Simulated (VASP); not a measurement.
A run of VASP 6.6.1 is set up as follows.

The input INCAR:

```
SYSTEM = KBr
PREC = Accurate ; ENCUT = 520
EDIFF = 1E-6 ; ISMEAR = 0
SIGMA = 0.05 ; LREAL = .False.
LASPH = .True. ; NELM = 80
ALGO = Normal ; ISIF = 2
LWAVE = .False. ; LCHARG = .True.
GGA = PE ; LELF = .True.
LVHAR = .True. ; NBANDS = 15
```

Contents of KPOINTS:

```
Automatic mesh
0
Gamma
  6 6 6
  0 0 0
```

POSCAR

```
KBr
1.0
    0.1440468750      3.2925000000      3.2925000000
    3.4365468750      0.0000000000      3.4365468750
    3.2925000000      3.2925000000      0.1440468750
K Br
1 1
Direct
    0.0000000000      0.0000000000      0.0000000000
    0.5000000000      0.5000000000      0.5000000000
```

Potentials or basis: VASP PAW PBE potentials, release 64 (K_sv, Br).

Launch:

```console
$ cat potpaw_PBE.64/K_sv/POTCAR potpaw_PBE.64/Br/POTCAR > POTCAR
$ mpirun -np 1 vasp_std > vasp.out
```

Q: What does it give for the band gap on the k mesh?

A: 4.32 eV, direct.

Q: Estimate the pressure.

A: 0.9 GPa.

Stress tensor (GPa, compression positive):
```
 0.88  0.00 -0.44
 0.00  0.83  0.00
-0.44  0.00  0.88
```

Caveat: the cell differs from its parent crystal (strain +0.0875 x Voigt [0, 0, 0, 0, 1, 0]).
